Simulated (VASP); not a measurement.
# Ag (Fd-3m) in VASP: single point with PBEsol

Aim: the single point of Ag with PBEsol.

Everything below comes from runs of VASP 6.6.1. Logs are shortened: lines on timing, memory, paths and dates and some standing lists are left out, and cuts for length are marked.

## (1) The cell of the first run

The structure is cubic, space group Fd-3m (No. 227). Conventional cell: a = 6.036 Å, b = 6.036 Å, c = 6.036 Å, α = 90.00°, β = 90.00°, γ = 90.00°. Ag (site symmetry -43m) has 4 Ag at 2.61 Å within 3.4 Å.

## (2) Single point, PBEsol

The input, INCAR:

```
PREC = Accurate ; ENCUT = 520
EDIFF = 1E-7 ; ISMEAR = -1
SIGMA = 0.13605693000000002 ; LREAL = F
LASPH = T ; NELM = 60
ALGO = Normal ; ISIF = 2
LWAVE = F ; LCHARG = F
GGA = PS ; NBANDS = 18
```

The input, KPOINTS:

```
regular mesh
0
Gamma
  8 8 8
```

The input, POSCAR:

```
Ag
1.0
    0.0000000000      3.0182224237      3.0182224237
    3.0182224237      0.0000000000      3.0182224237
    3.0182224237      3.0182224237      0.0000000000
Ag
2
Direct
    0.0000000000      0.0000000000      0.0000000000
    0.2500000000      0.2500000000      0.2500000000
```

Potentials or basis: VASP PAW PBE potentials, release 64 (Ag).

On the command line:

```sh
$ cat potpaw_PBE.64/Ag/POTCAR > POTCAR
$ mpirun -np 1 vasp_std > vasp.out
```

OUTCAR:

```text
PREC = Accurate
   ENCUT = 520
   EDIFF = 1E-7
   ISMEAR = -1
   LREAL = F
   LASPH = T
   NELM = 60
   ISIF = 2
   GGA = PS

 ion  position               nearest neighbor table
   1  0.000  0.000  0.000-   2 2.61   2 2.61   2 2.61   2 2.61
   2  0.250  0.250  0.250-   1 2.61   1 2.61   1 2.61   1 2.61

  LATTYP: Found a face centered cubic cell.
 ALAT       =     6.0364448474

  Lattice vectors:

 A1 = (   0.0000000000,   3.0182224237,   3.0182224237)
 A2 = (   3.0182224237,   0.0000000000,   3.0182224237)
 A3 = (   3.0182224237,   3.0182224237,   0.0000000000)

Analysis of symmetry for initial positions (statically):
=====================================================================
 Subroutine PRICEL returns:
 Original cell was already a primitive cell.

 Routine SETGRP: Setting up the symmetry group for a
 face centered cubic supercell.

 Subroutine GETGRP returns: Found 48 space group operations
 (whereof 24 operations were pure point group operations)
 out of a pool of 48 trial point group operations.

The static configuration has the point symmetry T_d .
 The point group associated with its full space group is O_h .

Analysis of symmetry for dynamics (positions and initial velocities):
=====================================================================
 Subroutine PRICEL returns:
 Original cell was already a primitive cell.

 Routine SETGRP: Setting up the symmetry group for a
 face centered cubic supercell.

 Subroutine GETGRP returns: Found 48 space group operations
 (whereof 24 operations were pure point group operations)
 out of a pool of 48 trial point group operations.

The dynamic configuration has the point symmetry T_d .
 The point group associated with its full space group is O_h .

 Subroutine INISYM returns: Found 48 space group operations
 (whereof 24 operations are pure point group operations),
 and found     1 'primitive' translations

----------------------------------------------------------------------------------------

                                     Primitive cell

  volume of cell :      54.9900

  direct lattice vectors                    reciprocal lattice vectors
     0.000000000  3.018222424  3.018222424    -0.165660422  0.165660422  0.165660422
     3.018222424  0.000000000  3.018222424     0.165660422 -0.165660422  0.165660422
     3.018222424  3.018222424  0.000000000     0.165660422  0.165660422 -0.165660422

  length of vectors
     4.268411086  4.268411086  4.268411086     0.286932267  0.286932267  0.286932267

  position of ions in fractional coordinates (direct lattice)
     0.000000000  0.000000000  0.000000000
     0.250000000  0.250000000  0.250000000

  ion indices of the primitive-cell ions
   primitive index   ion index
                 1           1
                 2           2

----------------------------------------------------------------------------------------

 KPOINTS: regular mesh

Automatic generation of k-mesh.
 Grid dimensions read from file:
 generate k-points for:    8    8    8

 Generating k-lattice:

  Cartesian coordinates                     Fractional coordinates (reciprocal lattice)
    -0.020707553  0.020707553  0.020707553     0.125000000  0.000000000  0.000000000
     0.020707553 -0.020707553  0.020707553     0.000000000  0.125000000  0.000000000
     0.020707553  0.020707553 -0.020707553     0.000000000  0.000000000  0.125000000

  Length of vectors
     0.035866533  0.035866533  0.035866533

  Shift w.r.t. Gamma in fractional coordinates (k-lattice)
     0.000000000  0.000000000  0.000000000

 Subroutine IBZKPT returns following result:
 ===========================================

 Found     29 irreducible k-points:

 Following reciprocal coordinates:
            Coordinates               Weight
  0.000000  0.000000  0.000000      1.000000
  0.125000  0.000000  0.000000      8.000000
  0.250000  0.000000  0.000000      8.000000
  0.375000  0.000000  0.000000      8.000000
  0.500000  0.000000  0.000000      4.000000
  0.125000  0.125000  0.000000      6.000000
[... 16 lines left out ...]
  0.500000  0.250000  0.125000     48.000000
 -0.375000  0.250000  0.125000     24.000000
 [... further k-points ...]
   k-points           NKPTS =     29   k-points in BZ     NKDIM =     29   number of bands    NBANDS=     18
   number of dos      NEDOS =    301   number of ions     NIONS =      2
   total plane-waves  NPLWV =  32768
   dimension x,y,z NGX =    32 NGY =   32 NGZ =   32
   dimension x,y,z NGXF=    64 NGYF=   64 NGZF=   64
   ions per type =               2
   NGX,Y,Z   is equivalent  to a cutoff of  12.46, 12.46, 12.46 a.u.
   NGXF,Y,Z  is equivalent  to a cutoff of  24.93, 24.93, 24.93 a.u.
 SYSTEM =  unknown system
   PREC   = accura    normal or accurate (medium, high low for compatibility)
   ISTART =      0    job   : 0-new  1-cont  2-samecut
   ICHARG =      2    charge: 1-file 2-atom 10-const
   ISPIN  =      1    spin polarized calculation?
   LNONCOLLINEAR =      F non collinear calculations
   LSORBIT =      F    spin-orbit coupling
   LASPH  =      T    aspherical Exc in radial PAW
   ENCUT  =  520.0 eV  38.22 Ry    6.18 a.u.   7.94  7.94  7.94*2*pi/ulx,y,z
   NELM   =     60;   NELMIN=  2; NELMDL= -5     # of ELM steps
   EDIFF  = 0.1E-06   stopping-criterion for ELM
   LREAL  =      F    real-space projection
   EDIFFG = 0.1E-05   stopping-criterion for IOM
   NSW    =      0    number of steps for IOM
   IBRION =     -1    ionic relax: 0-MD 1-quasi-New 2-CG
   NFREE  =      0    steps in history (QN), initial steepest desc. (CG)
   ISIF   =      2    stress and relaxation
   ISYM   =      2    0-nonsym 1-usesym 2-fastsym
   POTIM  = 0.5000    time-step for ionic-motion
   TEBEG  =    0.0;   TEEND  =   0.0 temperature during run
   PSTRESS=    0.0 pullay stress
   NELECT =      22.0000    total number of electrons
   NUPDOWN=      -1.0000    fix difference up-down
   EMIN   =  10.00;   EMAX   =-10.00  energy-range for DOS
   EFERMI =   0.00;   METHOD = LEGACY
   ISMEAR =    -1;   SIGMA  =   0.14  broadening in eV -4-tet -1-fermi 0-gaus
   EFERMI_NEDOS =   21; number of points for ismear=-14 and -15
   IALGO  =     38    algorithm
   IMIX   =      4    mixing-type and parameters
     AMIX     =   0.40;   BMIX     =  1.00
     AMIX_MAG =   1.60;   BMIX_MAG =  1.00
  volume/ion in A,a.u.               =      27.50       185.55
  Fermi-wavevector in a.u.,A,eV,Ry     =   1.206298  2.279572 19.798573  1.455154
  Thomas-Fermi vector in A             =   2.341969
   LORBIT       =      0    0 simple, 1 ext, 2 COOP (PROOUT), +10 PAW based schemes
   GGA     = PS    functional components
   LHFCALC =     F    Hartree Fock is set to
   AEXX    =    0.0000 exact exchange contribution
   IVDW    =     0    specifies the selected vdW correction
   LEPSILON=     F    determine dielectric tensor
   LRPA    =     F    only Hartree local field effects (RPA)
 non-spin polarized calculation
  energy-cutoff  :      520.00
  volume of cell :       54.99
 maximum number of plane-waves:      1494
   NGX = 15   NGY = 15   NGZ = 15

 number of electron      21.9999989 magnetization

 Free energy of the ion-electron system (eV)
  ---------------------------------------------------
  ext. energy  EPLUGINS =         0.00000000
  ---------------------------------------------------
  free energy    TOTEN  =        -4.67021323 eV

  energy without entropy =       -4.63083031  energy(sigma->0) =       -4.65052177

 E-fermi :   3.0893     XC(G=0):  -9.4947

 val. band max:        3.0503984733   @ k =  -0.3750   0.2500   0.1250
 cond. band min:       3.0898775397   @ k =   0.5000   0.1250   0.0000
 fundamental gap:      0.0394790664
 Fermi energy:         3.0892914477

 k-point     1 :       0.0000    0.0000    0.0000
  band No.  band energies     occupation
      1      -1.9476      2.00000
      2      -1.5799      2.00000
      3      -1.5799      2.00000
      4      -1.5759      2.00000
      5      -1.5759      2.00000
      6      -1.5759      2.00000
[... 10 lines left out ...]
     17      12.8191      0.00000
     18      13.4036      0.00000

 k-point     2 :       0.1250    0.0000    0.0000
  band No.  band energies     occupation
      1      -1.7730      2.00000
      2      -1.7006      2.00000
      3      -1.7006      2.00000
      4      -1.5641      2.00000
      5      -1.4168      2.00000
      6      -1.4168      2.00000
[... 10 lines left out ...]
     17      13.7151      0.00000
     18      14.0848      0.00000

 k-point     3 :       0.2500    0.0000    0.0000
  band No.  band energies     occupation
      1      -1.7417      2.00000
      2      -1.7417      2.00000
      3      -1.6088      2.00000
      4      -1.3093      2.00000
      5      -1.3093      2.00000
      6      -1.3004      2.00000
[... 10 lines left out ...]
     17      13.9517      0.00000
     18      13.9517      0.00000

 k-point     4 :       0.3750    0.0000    0.0000
  band No.  band energies     occupation
      1      -1.7051      2.00000
      2      -1.7051      2.00000
      3      -1.5821      2.00000
      4      -1.3248      2.00000
      5      -1.3248      2.00000
      6      -1.1106      2.00000
[... 375 lines left out ...]
      4      -1.3062      2.00000
      5      -1.0902      2.00000
      6      -1.0119      2.00000
[... 10 lines left out ...]
     17      14.6400      0.00000
     18      16.2803      0.00000

 k-point    23 :       0.5000    0.2500    0.1250
  band No.  band energies     occupation
      1      -1.8774      2.00000
      2      -1.7898      2.00000
      3      -1.4673      2.00000
      4      -1.2469      2.00000
      5      -1.0510      2.00000
      6      -0.9504      2.00000
[... 10 lines left out ...]
     17      14.6328      0.00000
     18      16.4397      0.00000

 k-point    24 :      -0.3750    0.2500    0.1250
  band No.  band energies     occupation
      1      -1.8854      2.00000
      2      -1.7970      2.00000
      3      -1.4512      2.00000
      4      -1.1813      2.00000
      5      -1.0533      2.00000
      6      -1.0081      2.00000
[... 10 lines left out ...]
     17      16.5556      0.00000
     18      16.5764      0.00000

 [... further k-points ...]

------------------------ aborting loop because EDIFF is reached ----------------------------------------

  FORCE on cell =-STRESS in cart. coord.  units (eV):
  Direction    XX          YY          ZZ          XY          YZ          ZX
  --------------------------------------------------------------------------------------
  -------------------------------------------------------------------------------------
  Total       -0.0349310     -0.0349310     -0.0349310      0.0000000      0.0000000      0.0000000
  in kB       -1.0177429     -1.0177429     -1.0177429      0.0000000      0.0000000      0.0000000
  external PRESSURE =      -1.0177429 kB  Pullay stress =       0.0000000 kB

 VOLUME and BASIS-vectors are now :
 -----------------------------------------------------------------------------
  energy-cutoff  :      520.00
  volume of cell :       54.99
      direct lattice vectors                 reciprocal lattice vectors
     0.000000000  3.018222424  3.018222424    -0.165660422  0.165660422  0.165660422
     3.018222424  0.000000000  3.018222424     0.165660422 -0.165660422  0.165660422
     3.018222424  3.018222424  0.000000000     0.165660422  0.165660422 -0.165660422

 POSITION                                       TOTAL-FORCE (eV/Angst)
 -----------------------------------------------------------------------------------
      0.00000      0.00000      0.00000         0.000000      0.000000      0.000000
      1.50911      1.50911      1.50911        -0.000000     -0.000000     -0.000000
 -----------------------------------------------------------------------------------
    total drift:                               -0.000000      0.000000      0.000000

  FREE ENERGIE OF THE ION-ELECTRON SYSTEM (eV)
  ---------------------------------------------------
  free  energy   TOTEN  =        -4.6702132273 eV

  energy  without entropy=       -4.6308303103  energy(sigma->0) =       -4.65052177
```

Wall time 20 s (1 thread of AMD EPYC 7R13 (Zen 3), shared host); peak memory 0.15 GiB.

What came out:

* Free energy: -4.6702 eV
* Pressure: -0.1 GPa
* Band gap on the k mesh: zero (band 11 reaches 3.63 eV, above the bottom of band 12 at 2.33 eV)

Caveat: the PAW data sets were made with another functional, which shifts forces and pressure a little.
